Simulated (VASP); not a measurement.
Input of a VASP 6.6.1 run:

File INCAR:

```
SYSTEM = Mg
  ALGO = Normal
  EDIFF = 1E-7
  EDIFFG = -0.02
  ENCUT = 600
  IBRION = 2
  ISIF = 3
  ISMEAR = 1
  LASPH = .TRUE.
  LCHARG = .FALSE.
  LREAL = .FALSE.
  LWAVE = .FALSE.
  NELM = 80
  NSW = 80
  PREC = Accurate
  SIGMA = 0.1
```

The input KPOINTS:

```
k-points
0
G
  6 6 4
  0 0 0
```

The input POSCAR:

```
Mg
1.0
    3.2093000000      0.0000000000      0.0000000000
   -1.6046500000      2.7793350000      0.0000000000
    0.0000000000      0.0000000000      5.2103000000
Mg
2
Direct
    0.3333333333      0.6666666667      0.2500000000
    0.6666666667      0.3333333333      0.7500000000
```

Potentials or basis: VASP PAW LDA potentials, release 64 (Mg).

Launch:

```console
$ cat potpaw_LDA.64/Mg/POTCAR > POTCAR
$ mpirun -np 1 vasp_std > vasp.out
```

(1) Predict the space group after relaxing (to 0.05 Å).

(2) Estimate the band gap on the k mesh.

Answers

(1) P6_3/mmc (No. 194).

(2) zero (band 2 reaches 3.11 eV, above the bottom of band 3 at 1.45 eV).

Caveat: the k points lie up to 0.39 Å⁻¹ apart in the final cell.
